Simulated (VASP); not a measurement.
## ZnO: single point with r2SCAN

Crystal: ZnO.

```
CELL_PARAMETERS angstrom
3.21433 0.00000 0.00000
-1.60716 2.78369 0.00000
0.00000 0.00000 5.17878
ATOMIC_POSITIONS crystal
Zn 0.66667 0.33333 0.50041
Zn 0.33333 0.66667 0.00041
O 0.66667 0.33333 0.87990
O 0.33333 0.66667 0.37990
```

```
Program                : VASP 6.6.1
Task                   : single point
Functional             : r2SCAN
Potentials or basis    : VASP PAW PBE potentials, release 64 (Zn, O)
Cutoff                 : 520 eV
k mesh                 : 12 × 12 × 6
Occupations            : gaussian, width 0.02 eV
Spin                   : no spin polarisation
Dipole correction      : no
Further INCAR settings : ALGO = Normal; EDIFF = 1e-06; NBANDS = 26
```

| Property | Result |
| --- | --- |
| Pressure | 4.1 GPa |
| Largest force | 0.006 eV/Å |
| Band gap on the k mesh | 1.26 eV, direct |

Forces on the atoms (eV/Å):
```
Zn   0.000  0.000 -0.006
Zn   0.000  0.000 -0.006
O    0.000  0.000  0.006
O    0.000  0.000  0.006
```

Stress tensor (GPa, compression positive):
```
4.08 0.00 0.00
0.00 4.08 0.00
0.00 0.00 4.20
```

Levels at points of the mesh, in eV from the valence-band top:
```
           k point  band 15  band 16  band 17  band 18  band 19  band 20  band 21  band 22
(0.00, 0.00, 0.00)    -0.84    -0.10     0.00     0.00     1.26     5.95     8.90    13.83
(0.50, 0.00, 0.00)    -2.93    -2.40    -1.34    -0.89     6.52     7.39     8.10     9.46
(0.00, 0.00, 0.50)    -0.42    -0.42    -0.42    -0.42     3.99     3.99    10.91    10.91
(0.50, 0.00, 0.50)    -1.60    -1.60    -1.45    -1.45     6.28     6.28     9.30     9.30
```

Run time: 3.2 min on 1 thread of Intel(R) Xeon(R) Platinum 8259CL CPU @ 2.50GHz (Skylake/Cascade Lake), with other jobs on the host, peak memory 0.21 GiB.

Caveat: the PAW data sets were made with another functional, which shifts forces and pressure a little. r2SCAN opens gaps a little over a GGA but as a rule still falls short of measured ones.
